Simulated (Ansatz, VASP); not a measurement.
Si2SnSe6: VASP beside Ansatz

```
CELL_PARAMETERS angstrom
0.00000 4.54428 4.54428
4.54428 0.00000 4.54428
4.54428 4.54428 0.00000
ATOMIC_POSITIONS crystal
Si 0.75000 0.75000 0.75000
Si 0.25000 0.25000 0.25000
Sn 0.00000 0.00000 0.00000
Se 0.50000 0.00000 0.00000
Se 0.00000 0.50000 0.50000
Se 0.00000 0.50000 0.00000
Se 0.50000 0.00000 0.50000
Se 0.00000 0.00000 0.50000
Se 0.50000 0.50000 0.00000
```

Change from the starting cell: ordered vacancies on the A sites of perovskite (Fm-3m, No. 225).

Alike in both runs: task single point; functional PBE; k mesh 4 × 4 × 4; occupations gaussian, width 0.1 eV; no spin polarisation.

|  | VASP | Ansatz |
| --- | --- | --- |
| version | VASP 6.6.1 | Ansatz 0.2.0 |
| potentials or method | VASP PAW PBE potentials, release 64 (Si, Sn_d, Se), cutoff 520 eV | scalar-relativistic, plane waves, PAW |
| valence electrons in the cell | 58 | 118 |

```tsv
	VASP	Ansatz	Ansatz less VASP
gap on the k mesh at the Fermi level (eV)	none	none	-
pressure (GPa)	17.9	17.8	-0.15
```

A gap of «none» marks a metal or a gap that the smearing closes. VASP's potentials hold 58 valence electrons a cell and Ansatz's 118, so a difference there can come from the potentials and not from the codes.
